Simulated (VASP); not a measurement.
A run of VASP 6.6.1 is set up as follows.

Contents of INCAR:

```
PREC = Accurate
ENCUT = 520
EDIFF = 1E-6
ISMEAR = 0
SIGMA = 0.02
LREAL = F
LASPH = T
NELM = 80
ALGO = Normal
ISIF = 2
LWAVE = F
LCHARG = F
LDIPOL = T
IDIPOL = 3
DIPOL = 0.5 0.5 0.500
GGA = PE
IVDW = 12
NBANDS = 20
```

The input KPOINTS:

```
Automatic mesh
0
Gamma
  12 12 1
```

POSCAR

```
WSe2
1.0
    3.3512312821      0.0000000000      0.0000000000
   -1.6756156411      2.9022514243      0.0000000000
    0.0000000000      0.0000000000     32.7374894635
Se W
2 1
Direct
    0.3333333333      0.6666666667      0.4492730893
    0.3333333333      0.6666666667      0.5507269107
    0.6666666667      0.3333333333      0.5000000000
```

Potentials or basis: VASP PAW PBE potentials, release 64 (Se, W_sv).

Run with:

```bash
$ cat potpaw_PBE.64/Se/POTCAR potpaw_PBE.64/W_sv/POTCAR > POTCAR
$ mpirun -np 1 vasp_std > vasp.out
```

Problem. What does it give for the largest force?

Solution. 0.044 eV/Å.

Problem. Predict the band gap on the k mesh.

Solution. 1.42 eV, direct.

Problem. Estimate the dispersion energy per atom.

Solution. -0.325 eV.

Forces in eV/Å, atoms in the order of the input:
```
Se   0.000  0.000 -0.044
Se   0.000  0.000  0.044
W    0.000  0.000  0.000
```

Caveat: the cell differs from its parent crystal (biaxial strain +0.020, then relaxed in part); spin-orbit coupling is left out, which moves the levels of the heavy elements.
